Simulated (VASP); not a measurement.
Input of a VASP 6.6.1 run:

The input POSCAR:

```
In6WO12
1.0
    4.7592815000      2.7477724600      2.9838235200
   -4.7592815000      2.7477724600      2.9838235200
    0.0000000000     -5.4955449100      2.9838235200
In W O
6 1 12
Direct
    0.1395934400      0.3224822800      0.6049750600
    0.6049750600      0.1395934400      0.3224822800
    0.3224822800      0.6049750600      0.1395934400
    0.8604065600      0.6775177200      0.3950249400
    0.3950249400      0.8604065600      0.6775177200
    0.6775177200      0.3950249400      0.8604065600
    0.0000000000      0.0000000000      0.0000000000
    0.9589484900      0.1018503500      0.2953271900
    0.2953271900      0.9589484900      0.1018503500
    0.1018503500      0.2953271900      0.9589484900
    0.0410515100      0.8981496500      0.7046728100
    0.7046728100      0.0410515100      0.8981496500
    0.8981496500      0.7046728100      0.0410515100
    0.4060881900      0.5861507100      0.8241262100
    0.8241262100      0.4060881900      0.5861507100
    0.5861507100      0.8241262100      0.4060881900
    0.5939118100      0.4138492900      0.1758737900
    0.1758737900      0.5939118100      0.4138492900
    0.4138492900      0.1758737900      0.5939118100
```

Contents of INCAR.step1:

```
SYSTEM = In6WO12
PREC = Accurate ; ENCUT = 520
ISMEAR = -1 ; SIGMA = 0.02
LREAL = Auto ; LASPH = .TRUE.
NELM = 150 ; MAGMOM = 0 0 0 0 0 0 0 0 0 0 0 0 0 0 0 0 0 0 0 0 0 0 0 0 0 0 0 0 0 0 0 0 0 0 0 0 0 0 0 0 0 0 0 0 0 0 0 0 0 0 0 0 0 0 0 0 0
LSORBIT = .TRUE. ; GGA_COMPAT = .FALSE.
LMAXMIX = 4 ; NBANDS = 193
GGA = PE ; ALGO = Normal
EDIFF = 1E-4 ; LWAVE = .TRUE.
LCHARG = .FALSE. ; KPAR = 2
NCORE = 2
```

INCAR.step2

```
SYSTEM = In6WO12
PREC = Accurate ; ENCUT = 520
EDIFF = 1E-6 ; ISMEAR = -1
SIGMA = 0.02 ; LREAL = Auto
LASPH = .TRUE. ; NELM = 150
ALGO = Normal ; ISIF = 2
LWAVE = .FALSE. ; LCHARG = .TRUE.
MAGMOM = 0 0 0 0 0 0 0 0 0 0 0 0 0 0 0 0 0 0 0 0 0 0 0 0 0 0 0 0 0 0 0 0 0 0 0 0 0 0 0 0 0 0 0 0 0 0 0 0 0 0 0 0 0 0 0 0 0 ; LORBIT = 11
LSORBIT = .TRUE. ; GGA_COMPAT = .FALSE.
LORBMOM = .TRUE. ; LMAXMIX = 4
METAGGA = R2SCAN ; LMIXTAU = .TRUE.
LVHAR = .TRUE. ; NBANDS = 193
ISTART = 1 ; KPAR = 2
NCORE = 2
```

Contents of KPOINTS:

```
Automatic mesh
0
G
  2 2 2
  0 0 0
```

Potentials or basis: VASP PAW PBE potentials, release 64 (In_d, W_sv, O).

The run is started by

```bash
$ cat potpaw_PBE.64/In_d/POTCAR potpaw_PBE.64/W_sv/POTCAR potpaw_PBE.64/O/POTCAR > POTCAR
$ cp INCAR.step1 INCAR
$ mpirun -np 4 vasp_ncl > vasp.out
$ cp INCAR.step2 INCAR
$ mpirun -np 4 vasp_ncl > vasp.out
```

Problem. Estimate the largest force.

Solution. 0.214 eV/Å.

Problem. What does it give for the pressure?

Solution. 1.4 GPa.

Forces in eV/Å, atoms in the order of the input:
```
In   0.019 -0.014 -0.018
In   0.002  0.023 -0.018
In  -0.021 -0.009 -0.018
In  -0.019  0.014  0.018
In  -0.002 -0.023  0.018
In   0.021  0.009  0.018
W    0.000  0.000  0.000
O   -0.081 -0.166  0.107
O    0.184  0.013  0.107
O   -0.103  0.153  0.107
O    0.081  0.166 -0.107
O   -0.184 -0.013 -0.107
O    0.103 -0.153 -0.107
O   -0.006  0.009  0.009
O   -0.005 -0.010  0.009
O    0.011  0.001  0.009
O    0.006 -0.009 -0.009
O    0.005  0.010 -0.009
O   -0.011 -0.001 -0.009
```

Caveat: the k points lie up to 0.52 Å⁻¹ apart; the PAW data sets were made with another functional, which shifts forces and pressure a little.
